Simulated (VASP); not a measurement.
A run of VASP 6.6.1:

The input INCAR:

```
SYSTEM = Tl
PREC     = Accurate       ! precision mode
ENCUT    = 520            ! plane-wave cutoff, eV
EDIFF    = 1E-7           ! SCF threshold, eV
ISMEAR   = 0              ! smearing method
SIGMA    = 0.1            ! smearing width, eV
LREAL    = .False.        ! projectors in reciprocal space
LASPH    = .True.         ! aspherical terms in the spheres
NELM     = 60             ! most SCF steps
ALGO     = Fast           ! electronic algorithm
ISIF     = 2              ! what is computed and relaxed
LWAVE    = .False.        ! write WAVECAR
LCHARG   = .True.         ! write CHGCAR
GGA      = PE             ! functional
LELF     = .True.         ! ELF
LVHAR    = .True.       
NBANDS   = 26             ! bands
```

File KPOINTS:

```
Automatic mesh
0
Gamma
  6 6 6
  0 0 0
```

Contents of POSCAR:

```
Tl
1.0
    1.4677845782      0.8474258213      7.1833202733
   -1.4677845782      0.8474258213      7.1833202733
    0.0000000000     -1.6948516427      7.1833202733
Tl
3
Direct
    0.0000000000      0.0000000000      0.0000000000
    0.7777073671      0.7777073671      0.7777073671
    0.2222926329      0.2222926329      0.2222926329
```

Potentials or basis: VASP PAW PBE potentials, release 64 (Tl_d).

The run is started by

```console
$ cat potpaw_PBE.64/Tl_d/POTCAR > POTCAR
$ mpirun -np 1 vasp_std > vasp.out
```

Hardware: 1 thread of AMD EPYC 9R45 96-Core Processor (Zen 5) (shared host).

Problem. Estimate the wall time of this run.

Solution. Wall time 2.7 min on 1 thread of AMD EPYC 9R45 96-Core Processor (Zen 5), on a shared host, peak memory 0.38 GiB. Counts: scf iterations 16, k points 32.
